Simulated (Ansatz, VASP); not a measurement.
# Si5Cl: VASP beside Ansatz

```
Si Cl
1.0
     3.25666    0.00000    0.00000
     0.00000    3.25666    0.00000
     0.00000    0.00000   12.21175
Si Cl
5 1
Direct
  0.00000 0.00000 0.90442
  0.00000 0.00000 0.09558
  0.00000 0.00000 0.71074
  0.00000 0.00000 0.28926
  0.00000 0.00000 0.50000
  0.50000 0.50000 0.50000
```

Alike in both runs: functional PBE; k mesh 12 × 12 × 4; occupations gaussian, width 0.1 eV; no spin polarisation.

Ansatz relaxed the structure, and its values are those at the end. VASP's run is a single point on that final structure, the one shown.

|  | VASP | Ansatz |
| --- | --- | --- |
| version | VASP 6.6.1 | Ansatz 0.2.0 |
| potentials or method | VASP PAW PBE potentials, release 64 (Si, Cl), cutoff 520 eV | scalar-relativistic, plane waves, PAW |
| valence electrons in the cell | 27 | 27 |

|  | VASP | Ansatz | Ansatz less VASP |
| --- | --- | --- | --- |
| gap on the k mesh at the Fermi level (eV) | none | none | - |
| pressure (GPa) | 0.0 | 0.0 | -0.02 |

A gap of «none» marks a metal or a gap that the smearing closes.
